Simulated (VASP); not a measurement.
# NbB2 (P6/mmm) in VASP: notebook

NbB2 is run at these levels: LDA; tasks: single point.

Program: VASP 6.6.1. These are calculated values, not measurements. Logs are shortened: lines on timing, memory, paths and dates and some standing lists are left out, and cuts for length are marked.

### 1 The cell of the first run

Symmetry: P6/mmm, No. 191, hexagonal system. The conventional cell has a = 3.001 Å, b = 3.001 Å, c = 3.215 Å, α = 90.00°, β = 90.00°, γ = 120.00°. Nb (site symmetry 6/mmm) has 12 B at 2.36 Å and 6 Nb at 3.00 Å within 3.1 Å. Within 2.3 Å of B (site symmetry -6m2) lie 3 B at 1.73 Å.

### 2 Single point, LDA

The input, INCAR:

```
  PREC = Accurate
  ENCUT = 520
  EDIFF = 1E-6
  ISMEAR = -1
  SIGMA = 0.1
  LREAL = F
  LASPH = T
  NELM = 60
  ALGO = Normal
  ISIF = 2
  LWAVE = F
  LCHARG = F
  NBANDS = 16
```

The input, KPOINTS:

```
regular mesh
0
Gamma
  11 11 9
```

The input, POSCAR:

```
NbB2
1.0
    3.0014091177      0.0000000000      0.0000000000
   -1.5007045589      2.5992961579      0.0000000000
    0.0000000000      0.0000000000      3.2153786595
Nb B
1 2
Direct
    0.0000000000      0.0000000000      0.0000000000
    0.3333333333      0.6666666667      0.5000000000
    0.6666666667      0.3333333333      0.5000000000
```

Potentials or basis: VASP PAW LDA potentials, release 64 (Nb_sv, B).

Command:

```console
$ cat potpaw_LDA.64/Nb_sv/POTCAR potpaw_LDA.64/B/POTCAR > POTCAR
$ mpirun -np 1 vasp_std > vasp.out
```

OUTCAR:

```text
PREC = Accurate
   ENCUT = 520
   EDIFF = 1E-6
   ISMEAR = -1
   LREAL = F
   LASPH = T
   NELM = 60
   ISIF = 2

 ion  position               nearest neighbor table
   1  0.000  0.000  0.000-   2 2.36   2 2.36   3 2.36   3 2.36   2 2.36   3 2.36   2 2.36   3 2.36
                             3 2.36   3 2.36   2 2.36   2 2.36
   2  0.333  0.667  0.500-   3 1.73   3 1.73   3 1.73   1 2.36   1 2.36   1 2.36   1 2.36   1 2.36
                             1 2.36
   3  0.667  0.333  0.500-   2 1.73   2 1.73   2 1.73   1 2.36   1 2.36   1 2.36   1 2.36   1 2.36
                             1 2.36

  LATTYP: Found a hexagonal cell.
 ALAT       =     3.0014091177
 C/A-ratio  =     1.0712896954

  Lattice vectors:

 A1 = (   3.0014091177,   0.0000000000,   0.0000000000)
 A2 = (  -1.5007045589,   2.5992961579,   0.0000000000)
 A3 = (   0.0000000000,   0.0000000000,   3.2153786595)

Analysis of symmetry for initial positions (statically):
=====================================================================
 Subroutine PRICEL returns:
 Original cell was already a primitive cell.

 Routine SETGRP: Setting up the symmetry group for a
 hexagonal supercell.

 Subroutine GETGRP returns: Found 24 space group operations
 (whereof 24 operations were pure point group operations)
 out of a pool of 24 trial point group operations.

The static configuration has the point symmetry D_6h.

Analysis of symmetry for dynamics (positions and initial velocities):
=====================================================================
 Subroutine PRICEL returns:
 Original cell was already a primitive cell.

 Routine SETGRP: Setting up the symmetry group for a
 hexagonal supercell.

 Subroutine GETGRP returns: Found 24 space group operations
 (whereof 24 operations were pure point group operations)
 out of a pool of 24 trial point group operations.

The dynamic configuration has the point symmetry D_6h.

 Subroutine INISYM returns: Found 24 space group operations
 (whereof 24 operations are pure point group operations),
 and found     1 'primitive' translations

----------------------------------------------------------------------------------------

                                     Primitive cell

  volume of cell :      25.0849

  direct lattice vectors                    reciprocal lattice vectors
     3.001409118  0.000000000  0.000000000     0.333176838  0.192359766  0.000000000
    -1.500704559  2.599296158  0.000000000     0.000000000  0.384719531  0.000000000
     0.000000000  0.000000000  3.215378659     0.000000000  0.000000000  0.311005361

  length of vectors
     3.001409118  3.001408784  3.215378659     0.384719489  0.384719531  0.311005361

  position of ions in fractional coordinates (direct lattice)
     0.000000000  0.000000000  0.000000000
     0.333333333  0.666666667  0.500000000
     0.666666667  0.333333333  0.500000000

  ion indices of the primitive-cell ions
   primitive index   ion index
                 1           1
                 2           2
                 3           3

----------------------------------------------------------------------------------------

 KPOINTS: regular mesh

Automatic generation of k-mesh.
 Grid dimensions read from file:
 generate k-points for:   11   11    9

 Generating k-lattice:

  Cartesian coordinates                     Fractional coordinates (reciprocal lattice)
     0.030288803  0.017487251  0.000000000     0.090909091  0.000000000  0.000000000
     0.000000000  0.034974503  0.000000000     0.000000000  0.090909091  0.000000000
     0.000000000  0.000000000  0.034556151     0.000000000  0.000000000  0.111111111

  Length of vectors
     0.034974499  0.034974503  0.034556151

  Shift w.r.t. Gamma in fractional coordinates (k-lattice)
     0.000000000  0.000000000  0.000000000

 Subroutine IBZKPT returns following result:
 ===========================================

 Found     80 irreducible k-points:

 Following reciprocal coordinates:
            Coordinates               Weight
  0.000000  0.000000  0.000000      1.000000
  0.090909 -0.000000  0.000000      6.000000
  0.181818  0.000000  0.000000      6.000000
  0.272727  0.000000  0.000000      6.000000
  0.363636  0.000000  0.000000      6.000000
  0.454545 -0.000000  0.000000      6.000000
[... 16 lines left out ...]
  0.090909  0.090909  0.111111     12.000000
  0.181818  0.090909  0.111111     24.000000
 [... further k-points ...]
   k-points           NKPTS =     80   k-points in BZ     NKDIM =     80   number of bands    NBANDS=     16
   number of dos      NEDOS =    301   number of ions     NIONS =      3
   total plane-waves  NPLWV =  13824
   dimension x,y,z NGX =    24 NGY =   24 NGZ =   24
   dimension x,y,z NGXF=    48 NGYF=   48 NGZF=   48
   ions per type =               1   2
   NGX,Y,Z   is equivalent  to a cutoff of  13.29, 13.29, 12.41 a.u.
   NGXF,Y,Z  is equivalent  to a cutoff of  26.59, 26.59, 24.82 a.u.
 SYSTEM =  unknown system
   PREC   = accura    normal or accurate (medium, high low for compatibility)
   ISTART =      0    job   : 0-new  1-cont  2-samecut
   ICHARG =      2    charge: 1-file 2-atom 10-const
   ISPIN  =      1    spin polarized calculation?
   LNONCOLLINEAR =      F non collinear calculations
   LSORBIT =      F    spin-orbit coupling
   LASPH  =      T    aspherical Exc in radial PAW
   ENCUT  =  520.0 eV  38.22 Ry    6.18 a.u.   5.58  5.58  5.98*2*pi/ulx,y,z
   NELM   =     60;   NELMIN=  2; NELMDL= -5     # of ELM steps
   EDIFF  = 0.1E-05   stopping-criterion for ELM
   LREAL  =      F    real-space projection
   EDIFFG = 0.1E-04   stopping-criterion for IOM
   NSW    =      0    number of steps for IOM
   IBRION =     -1    ionic relax: 0-MD 1-quasi-New 2-CG
   NFREE  =      0    steps in history (QN), initial steepest desc. (CG)
   ISIF   =      2    stress and relaxation
   ISYM   =      2    0-nonsym 1-usesym 2-fastsym
   POTIM  = 0.5000    time-step for ionic-motion
   TEBEG  =    0.0;   TEEND  =   0.0 temperature during run
   PSTRESS=    0.0 pullay stress
   NELECT =      19.0000    total number of electrons
   NUPDOWN=      -1.0000    fix difference up-down
   EMIN   =  10.00;   EMAX   =-10.00  energy-range for DOS
   EFERMI =   0.00;   METHOD = LEGACY
   ISMEAR =    -1;   SIGMA  =   0.10  broadening in eV -4-tet -1-fermi 0-gaus
   EFERMI_NEDOS =   21; number of points for ismear=-14 and -15
   IALGO  =     38    algorithm
   IMIX   =      4    mixing-type and parameters
     AMIX     =   0.40;   BMIX     =  1.00
     AMIX_MAG =   1.60;   BMIX_MAG =  1.00
  volume/ion in A,a.u.               =       8.36        56.43
  Fermi-wavevector in a.u.,A,eV,Ry     =   1.492296  2.820031 30.299462  2.226948
  Thomas-Fermi vector in A             =   2.604842
   LORBIT       =      0    0 simple, 1 ext, 2 COOP (PROOUT), +10 PAW based schemes
   GGA     = CA    functional components
   LHFCALC =     F    Hartree Fock is set to
   AEXX    =    0.0000 exact exchange contribution
   IVDW    =     0    specifies the selected vdW correction
   LEPSILON=     F    determine dielectric tensor
   LRPA    =     F    only Hartree local field effects (RPA)
 non-spin polarized calculation
  energy-cutoff  :      520.00
  volume of cell :       25.08
 maximum number of plane-waves:       696
 NGX is ok and might be reduce to    24
   NGX = 11   NGY = 11   NGZ = 11

 number of electron      18.9999999 magnetization

 Free energy of the ion-electron system (eV)
  ---------------------------------------------------
  ext. energy  EPLUGINS =         0.00000000
  ---------------------------------------------------
  free energy    TOTEN  =       -28.45141756 eV

  energy without entropy =      -28.42672075  energy(sigma->0) =      -28.43906916

 E-fermi :  13.8754     XC(G=0): -13.7027

 val. band max:       13.8726710433   @ k =   0.1818   0.1818   0.0000
 cond. band min:      13.8916977633   @ k =   0.1818   0.0000   0.2222
 fundamental gap:      0.0190267199
 Fermi energy:        13.8754196139

 k-point     1 :       0.0000    0.0000    0.0000
  band No.  band energies     occupation
      1     -41.4616      2.00000
      2     -17.8538      2.00000
      3     -17.2704      2.00000
      4     -17.2704      2.00000
      5      -0.8497      2.00000
      6       9.1431      2.00000
[... 8 lines left out ...]
     15      18.4642      0.00000
     16      18.8619      0.00000

 k-point     2 :       0.0909   -0.0000    0.0000
  band No.  band energies     occupation
      1     -41.4508      2.00000
      2     -17.8390      2.00000
      3     -17.3595      2.00000
      4     -17.2901      2.00000
      5      -0.6651      2.00000
      6       8.7717      2.00000
[... 8 lines left out ...]
     15      19.5874      0.00000
     16      19.7172      0.00000

 k-point     3 :       0.1818    0.0000    0.0000
  band No.  band energies     occupation
      1     -41.4215      2.00000
      2     -17.7989      2.00000
      3     -17.5927      2.00000
      4     -17.3424      2.00000
      5      -0.1411      2.00000
      6       7.7890      2.00000
[... 8 lines left out ...]
     15      20.5214      0.00000
     16      21.2654      0.00000

 k-point     4 :       0.2727    0.0000    0.0000
  band No.  band energies     occupation
      1     -41.3830      2.00000
      2     -17.8868      2.00000
      3     -17.7460      2.00000
      4     -17.4101      2.00000
      5       0.6498      2.00000
      6       6.6106      2.00000
[... 8 lines left out ...]
     15      20.8708      0.00000
     16      23.5383      0.00000

 k-point     5 :       0.3636    0.0000    0.0000
  band No.  band energies     occupation
      1     -41.3472      2.00000
      2     -18.1470      2.00000
      3     -17.6969      2.00000
      4     -17.4715      2.00000
      5       1.6174      2.00000
      6       5.4118      2.00000
[... 8 lines left out ...]
     15      22.2626      0.00000
     16      23.5949      0.00000

 k-point     6 :       0.4545   -0.0000    0.0000
  band No.  band energies     occupation
      1     -41.3258      2.00000
      2     -18.2976      2.00000
      3     -17.6675      2.00000
      4     -17.5076      2.00000
      5       2.6001      2.00000
      6       4.3280      2.00000
[... 8 lines left out ...]
     15      22.4899      0.00000
     16      23.4847      0.00000

 k-point     7 :       0.0909    0.0909    0.0000
  band No.  band energies     occupation
      1     -41.4307      2.00000
      2     -17.8115      2.00000
      3     -17.5149      2.00000
      4     -17.3317      2.00000
      5      -0.3105      2.00000
      6       8.1248      2.00000
[... 8 lines left out ...]
     15      20.6383      0.00000
     16      20.7022      0.00000

 k-point     8 :       0.1818    0.0909    0.0000
  band No.  band energies     occupation
      1     -41.3968      2.00000
      2     -17.7650      2.00000
      3     -17.7646      2.00000
      4     -17.4056      2.00000
      5       0.3497      2.00000
      6       7.1453      2.00000
[... 8 lines left out ...]
     15      20.9591      0.00000
     16      22.3765      0.00000

 k-point     9 :       0.2727    0.0909    0.0000
  band No.  band energies     occupation
      1     -41.3596      2.00000
      2     -18.0263      2.00000
      3     -17.7139      2.00000
      4     -17.4855      2.00000
      5       1.2388      2.00000
      6       6.0347      2.00000
[... 8 lines left out ...]
     15      21.2288      0.00000
     16      24.1455      0.00000
[... 172 lines left out ...]
 k-point    19 :       0.1818    0.0000    0.1111
  band No.  band energies     occupation
      1     -41.4174      2.00000
      2     -17.8607      2.00000
      3     -17.5854      2.00000
      4     -17.3368      2.00000
      5       0.0595      2.00000
      6       7.7843      2.00000
[... 8 lines left out ...]
     15      20.9568      0.00000
     16      21.7511      0.00000

 k-point    20 :       0.2727    0.0000    0.1111
  band No.  band energies     occupation
      1     -41.3789      2.00000
      2     -17.8806      2.00000
      3     -17.8027      2.00000
      4     -17.4039      2.00000
      5       0.8117      2.00000
      6       6.5064      2.00000
[... 8 lines left out ...]
     15      21.4531      0.00000
     16      23.7462      0.00000

 k-point    21 :       0.3636    0.0000    0.1111
  band No.  band energies     occupation
      1     -41.3432      2.00000
      2     -18.1379      2.00000
      3     -17.7531      2.00000
      4     -17.4648      2.00000
      5       1.7372      2.00000
      6       5.2374      2.00000
[... 8 lines left out ...]
     15      21.5683      0.00000
     16      24.4083      0.00000

 k-point    22 :       0.4545   -0.0000    0.1111
  band No.  band energies     occupation
      1     -41.3218      2.00000
      2     -18.2875      2.00000
      3     -17.7224      2.00000
      4     -17.5006      2.00000
      5       2.7438      2.00000
      6       4.0691      2.00000
[... 8 lines left out ...]
     15      22.4255      0.00000
     16      23.9930      0.00000

 k-point    23 :       0.0909    0.0909    0.1111
  band No.  band energies     occupation
      1     -41.4266      2.00000
      2     -17.8737      2.00000
      3     -17.5082      2.00000
      4     -17.3262      2.00000
      5      -0.1020      2.00000
      6       8.2114      2.00000
[... 8 lines left out ...]
     15      20.3449      0.00000
     16      20.7258      0.00000

 k-point    24 :       0.1818    0.0909    0.1111
  band No.  band energies     occupation
      1     -41.3927      2.00000
      2     -17.8270      2.00000
      3     -17.7547      2.00000
      4     -17.3995      2.00000
      5       0.5259      2.00000
      6       7.1426      2.00000
[... 8 lines left out ...]
     15      21.2517      0.00000
     16      22.3815      0.00000

 [... further k-points ...]

------------------------ aborting loop because EDIFF is reached ----------------------------------------

  FORCE on cell =-STRESS in cart. coord.  units (eV):
  Direction    XX          YY          ZZ          XY          YZ          ZX
  --------------------------------------------------------------------------------------
  -------------------------------------------------------------------------------------
  Total        3.9364093      3.9364081      3.4138156     -0.0000000      0.0000000      0.0000000
  in kB      251.4187939    251.4187194    218.0406940     -0.0000000      0.0000000      0.0000000
  external PRESSURE =     240.2927358 kB  Pullay stress =       0.0000000 kB

 VOLUME and BASIS-vectors are now :
 -----------------------------------------------------------------------------
  energy-cutoff  :      520.00
  volume of cell :       25.08
      direct lattice vectors                 reciprocal lattice vectors
     3.001409118  0.000000000  0.000000000     0.333176838  0.192359766  0.000000000
    -1.500704559  2.599296158  0.000000000     0.000000000  0.384719531  0.000000000
     0.000000000  0.000000000  3.215378659     0.000000000  0.000000000  0.311005361

 POSITION                                       TOTAL-FORCE (eV/Angst)
 -----------------------------------------------------------------------------------
      0.00000      0.00000      0.00000        -0.000000      0.000000      0.000000
     -0.00000      1.73286      1.60769        -0.000000      0.000000     -0.000000
      1.50070      0.86643      1.60769         0.000000     -0.000000      0.000000
 -----------------------------------------------------------------------------------
    total drift:                               -0.000000      0.000000      0.000000

  FREE ENERGIE OF THE ION-ELECTRON SYSTEM (eV)
  ---------------------------------------------------
  free  energy   TOTEN  =       -28.4514175588 eV

  energy  without entropy=      -28.4267207523  energy(sigma->0) =      -28.43906916
```

Wall time 46 s (1 thread of AMD EPYC 7R43 (Zen 3), shared host); peak memory 0.11 GiB.

What came out:

- Free energy: -28.4514 eV
- Pressure: 24.0 GPa

### 3 Single point, LDA

This run uses another cell than the first one, of 8.60 Å³/atom, 1.029 times its volume.

The input, INCAR:

```
SYSTEM = NbB2
PREC = Accurate
ENCUT = 520
EDIFF = 1E-6
ISMEAR = -1
SIGMA = 0.1
LREAL = .FALSE.
LASPH = .TRUE.
NELM = 60
ALGO = Normal
ISIF = 2
LWAVE = .FALSE.
LCHARG = .TRUE.
GGA = CA
LELF = .TRUE.
LVHAR = .TRUE.
NBANDS = 16
```

The input, KPOINTS:

```
Automatic mesh
0
G
  11 11 9
  0 0 0
```

The input, POSCAR:

```
NbB2
1.0
    3.0301324813      0.0000000000      0.0000000000
   -1.5150662407      2.6241713168      0.0000000000
    0.0000000000      0.0000000000      3.2461497029
Nb B
1 2
Direct
    0.0000000000      0.0000000000      0.0000000000
    0.3333333333      0.6666666667      0.5000000000
    0.6666666667      0.3333333333      0.5000000000
```

Potentials or basis: VASP PAW LDA potentials, release 64 (Nb_sv, B).

Command:

```console
$ cat potpaw_LDA.64/Nb_sv/POTCAR potpaw_LDA.64/B/POTCAR > POTCAR
$ mpirun -np 1 vasp_std > vasp.out
```

It took 53 s on 1 thread of AMD EPYC 7R43 (Zen 3), shared host; peak memory 0.11 GiB.

It converged, with:

```yaml
Free_energy: -28.5355 eV
Pressure: 13.0 GPa
```

Stress tensor (GPa, compression positive):
```
13.83  0.00  0.00
 0.00 13.83  0.00
 0.00  0.00 11.34
```

Levels at points of the mesh, in eV from the Fermi level:
```csv
k point,band 7,band 8,band 9,band 10,band 11,band 12
"(0.00, 0.00, 0.00)",-4.56,-4.56,-3.19,1.42,1.42,3.36
```

### 4 Single point, LDA

This run uses another cell than the first one, of 8.85 Å³/atom, 1.058 times its volume.

The input, INCAR:

```
SYSTEM = NbB2
PREC     = Accurate       ! precision mode
ENCUT    = 520            ! plane-wave cutoff, eV
EDIFF    = 1E-6           ! SCF threshold, eV
ISMEAR   = -1             ! smearing method
SIGMA    = 0.1            ! smearing width, eV
LREAL    = .False.        ! projectors in reciprocal space
LASPH    = .True.         ! aspherical terms in the spheres
NELM     = 60             ! most SCF steps
ALGO     = Normal         ! electronic algorithm
ISIF     = 2              ! what is computed and relaxed
LWAVE    = .False.        ! write WAVECAR
LCHARG   = .False.        ! write CHGCAR
GGA      = CA             ! functional
NBANDS   = 16             ! bands
```

The input, KPOINTS:

```
Automatic mesh
0
Gamma
  11 11 9
  0 0 0
```

The input, POSCAR:

```
NbB2
1.0
    3.0583213790      0.0000000000      0.0000000000
   -1.5291606895      2.6485836146      0.0000000000
    0.0000000000      0.0000000000      3.2763481785
Nb B
1 2
Direct
    0.0000000000      0.0000000000      0.0000000000
    0.3333333333      0.6666666667      0.5000000000
    0.6666666667      0.3333333333      0.5000000000
```

Command:

```console
$ cat potpaw_LDA.64/Nb_sv/POTCAR potpaw_LDA.64/B/POTCAR > POTCAR
$ mpirun -np 1 vasp_std > vasp.out
```

Run time: 48 s. Hardware: 1 thread of AMD EPYC 7R43 (Zen 3), shared host; peak memory 0.11 GiB.

Results (log left out):

```yaml
Free_energy: -28.5728 eV
Pressure: 3.4 GPa
```

Stress tensor (GPa, compression positive):
```
3.94 0.00 0.00
0.00 3.94 0.00
0.00 0.00 2.28
```

Levels at points of the mesh, in eV from the Fermi level:
```
           k point  band 7  band 8  band 9  band 10  band 11  band 12
(0.00, 0.00, 0.00)   -4.44   -4.44   -3.17     1.35     1.35     3.25
```

### 5 Overview

```tsv
cell	gap on the mesh (eV)	pressure (GPa)
a = 3.001, b = 3.001, c = 3.215 Å, angles 90.0, 90.0, 120.0°, 3 atoms	none	24.0
a = 3.030, b = 3.030, c = 3.246 Å, angles 90.0, 90.0, 120.0°, 3 atoms	none	13.0
a = 3.058, b = 3.058, c = 3.276 Å, angles 90.0, 90.0, 120.0°, 3 atoms	none	3.4
```

Alike in all rows: task single point; level LDA; potentials or basis VASP PAW LDA potentials, release 64 (Nb_sv, B); no spin polarisation; k mesh 11 × 11 × 9; cutoff (eV) 520; smearing fermi-dirac 0.1 eV.

Total energies depend on the potentials used, so only differences within one code and one set of settings carry meaning.
